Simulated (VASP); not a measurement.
A run of VASP 6.6.1:

INCAR

```
SYSTEM = Cu
PREC = Accurate ; ENCUT = 520
EDIFF = 1E-7 ; ISMEAR = 0
SIGMA = 0.1 ; LREAL = .FALSE.
LASPH = .TRUE. ; NELM = 100
ALGO = Normal ; ISIF = 2
LWAVE = .FALSE. ; LCHARG = .FALSE.
NBANDS = 12
```

KPOINTS

```
Automatic mesh
0
G
  26 26 26
  0 0 0
```

The input POSCAR:

```
Cu
1.0
    0.0000000000      1.7590724985      1.7590724985
    1.7590724985      0.0000000000      1.7590724985
    1.7590724985      1.7590724985      0.0000000000
Cu
1
Direct
    0.0030000000      0.0030000000      0.0030000000
```

Potentials or basis: VASP PAW LDA potentials, release 64 (Cu).

Run with:

```sh
$ cat potpaw_LDA.64/Cu/POTCAR > POTCAR
$ mpirun -np 1 vasp_std > vasp.out
```

Hardware: 1 thread of AMD EPYC 7R13, with other jobs on the host.

How long does it take, and how much memory?

Run time: 83 s on 1 thread of AMD EPYC 7R13 (shared host), peak memory 0.14 GiB. Counts: scf iterations 12, k points 511.
